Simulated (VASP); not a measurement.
A run of VASP 6.6.1 is set up as follows.

INCAR

```
  ALGO = Normal
  EDIFF = 1E-6
  ENCUT = 520
  GGA = PE
  ISIF = 2
  ISMEAR = 0
  LASPH = T
  LCHARG = F
  LREAL = F
  LWAVE = F
  NBANDS = 25
  NELM = 100
  PREC = Accurate
  SIGMA = 0.05
```

KPOINTS

```
k-points
0
Gamma
  6 6 10
```

File POSCAR:

```
SiO2
1.0
    4.2358788249      0.0000000000      0.0000000000
    0.0000000000      4.2358788249      0.0000000000
    0.0000000000      0.0000000000      2.6897743053
Si O
2 4
Direct
    0.5000000000      0.5000000000      0.5000000000
    0.0000000000      0.0000000000      0.0000000000
    0.6930127928      0.6930127928      0.0000000000
    0.1930127928      0.8069872072      0.5000000000
    0.3069872072      0.3069872072      0.0000000000
    0.8069872072      0.1930127928      0.5000000000
```

Potentials or basis: VASP PAW PBE potentials, release 64 (Si, O).

Run with:

```bash
$ cat potpaw_PBE.64/Si/POTCAR potpaw_PBE.64/O/POTCAR > POTCAR
$ mpirun -np 1 vasp_std > vasp.out
```

(1) What does it give for the band gap on the k mesh?

(2) Estimate the largest force.

(3) Predict the pressure.

Answers

(1) 5.03 eV, direct.

(2) 0.020 eV/Å.

(3) 0.3 GPa.
